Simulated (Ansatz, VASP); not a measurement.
# Two plane-wave programs on HfN

The input INCAR:

```
SYSTEM = HfN
PREC = Accurate
ENCUT = 600
EDIFF = 1E-7
ISMEAR = -1
SIGMA = 0.15
LREAL = .False.
LASPH = .True.
NELM = 60
ALGO = Normal
ISIF = 3
LWAVE = .False.
LCHARG = .False.
GGA = PS
IBRION = 2
NSW = 80
EDIFFG = -0.001
```

The input KPOINTS:

```
regular mesh
0
Gamma
  16 16 16
  0 0 0
```

The input POSCAR:

```
HfN
1.0
    0.0000000000      2.2508648575      2.2508648575
    2.2508648575      0.0000000000      2.2508648575
    2.2508648575      2.2508648575      0.0000000000
Hf N
1 1
Direct
    0.0000000000      0.0000000000      0.0000000000
    0.5000000000      0.5000000000      0.5000000000
```

Input for Ansatz:

```yaml
crystal:
  lattice:
    - [0.0, 2.2508648575, 2.2508648575]
    - [2.2508648575, 0.0, 2.2508648575]
    - [2.2508648575, 2.2508648575, 0.0]
  atoms:
    - { symbol: Hf, position: [0.0, 0.0, 0.0] }
    - { symbol: "N", position: [0.5, 0.5, 0.5] }
basis:
  ecutwfc: 420
kpoints:
  mp_grid: { grid: [16, 16, 16] }
hamiltonian:
  xc: pbesol
  pseudopotentials: { kind: paw, azcp: { folder: soft_1 } }
scf:
  occupations: { method: fermi_dirac, width: 0.15 }
output:
  forces: true
  stress: true
  eigenvalues: true
relax:
  adjacent_minimum: "off"
  f_tol: 0.001
  max_steps: 60
  cell: { stress_tol: 0.01 }
```

Alike in both runs: task relaxation of cell and atoms; functional PBEsol; k mesh 16 × 16 × 16; occupations fermi-dirac, width 0.15 eV; no spin polarisation.

|  | VASP | Ansatz |
| --- | --- | --- |
| version | VASP 6.6.1 | Ansatz 0.2.0 |
| potentials or method | VASP PAW PBE potentials, release 64 (Hf_pv, N), cutoff 600 eV | scalar-relativistic, plane waves, PAW |
| valence electrons in the cell | 15 | 31 |

VASP gave:

| Item | Value |
| --- | --- |
| gap on the k mesh at the Fermi level, each at its own relaxed structure (eV) | none |
| relaxed volume (Å³/atom) | 11.32 |
| relaxed cell length with the largest relative difference (Å) | 3.175 |

Question: Estimate Ansatz's values.

Answer: gap on the k mesh at the Fermi level, each at its own relaxed structure (eV): none; relaxed volume (Å³/atom): 11.41; relaxed cell length with the largest relative difference (Å): 3.184.

VASP's potentials were made for PBE, not for PBEsol, and Ansatz warns of the same on its side. A gap of «none» marks a metal or a gap that the smearing closes. VASP's potentials hold 15 valence electrons a cell and Ansatz's 31, so a difference there can come from the potentials and not from the codes.

Neither program's run includes spin-orbit coupling.
